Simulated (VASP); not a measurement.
**GaC2: single point with PBE**

The system is GaC2.

```xyz
6
Lattice="4.1156 0.0000 0.0000 0.0000 5.0160 0.0000 0.0000 0.0000 3.2644" Properties=species:S:1:pos:R:3 pbc="T T T"
Ga    0.0000    0.0000    0.0000
Ga    2.0578    2.5080    1.6322
C     0.4568    2.0492    0.0000
C     3.6588    2.9668    0.0000
C     2.5147    0.4588    1.6322
C     1.6010    4.5572    1.6322
```

```json
{
  "Program": "VASP 6.6.1",
  "Task": "single point",
  "Functional": "PBE",
  "Potentials or basis": "VASP PAW PBE potentials, release 64 (Ga_d, C_h)",
  "Cutoff": "1300 eV",
  "k mesh": "4 × 4 × 6",
  "Occupations": "gaussian, width 0.1 eV",
  "Spin": "no spin polarisation"
}
```

```json
{
 "Pressure": "0.1 GPa",
 "Largest force": "0.019 eV/Å",
 "Band gap on the k mesh": "zero (bands 21 and 22 overlap by 2.54 eV)"
}
```

Forces in eV/Å, atoms in the order of the input:
```
Ga   0.000  0.000  0.000
Ga   0.000  0.000  0.000
C   -0.016  0.011  0.000
C    0.016 -0.011  0.000
C   -0.016 -0.011  0.000
C    0.016  0.011  0.000
```

Stress tensor (GPa, compression positive):
```
0.08 0.00 0.00
0.00 0.09 0.00
0.00 0.00 0.19
```

Levels at points of the mesh, in eV from the Fermi level:
```tsv
k point	band 17	band 18	band 19	band 20	band 21	band 22	band 23	band 24	band 25	band 26
(0.00, 0.00, 0.00)	-3.58	-3.52	-3.37	-1.74	-1.57	4.07	4.26	4.91	5.60	6.10
(0.50, 0.00, 0.00)	-2.08	-2.08	-1.69	-1.69	0.80	0.80	3.28	3.28	6.36	6.36
(0.00, 0.50, 0.00)	-2.52	-2.52	-1.88	-1.88	-1.01	-1.01	4.43	4.43	5.77	5.77
(0.50, 0.50, 0.00)	-2.77	-2.77	-1.91	-1.91	1.53	1.53	2.65	2.65	4.52	4.52
(0.00, 0.00, 0.50)	-3.49	-3.49	-2.65	-2.65	-0.99	-0.99	0.99	0.99	5.54	5.54
(0.50, 0.00, 0.50)	-5.26	-5.26	-3.90	-3.90	-0.91	-0.91	3.88	3.88	7.27	7.27
(0.00, 0.50, 0.50)	-3.86	-3.86	-2.44	-2.44	-0.34	-0.34	0.50	0.50	3.77	3.77
(0.50, 0.50, 0.50)	-5.55	-5.55	-2.64	-2.64	0.77	0.77	2.76	2.76	5.36	5.36
```

Wall time 4 min on 1 thread of AMD EPYC 7R43 64-Core Processor (Zen 3), on a shared host, peak memory 0.45 GiB.

Caveat: the k points lie up to 0.38 Å⁻¹ apart, too coarse for converged energies and pressures of a metal.
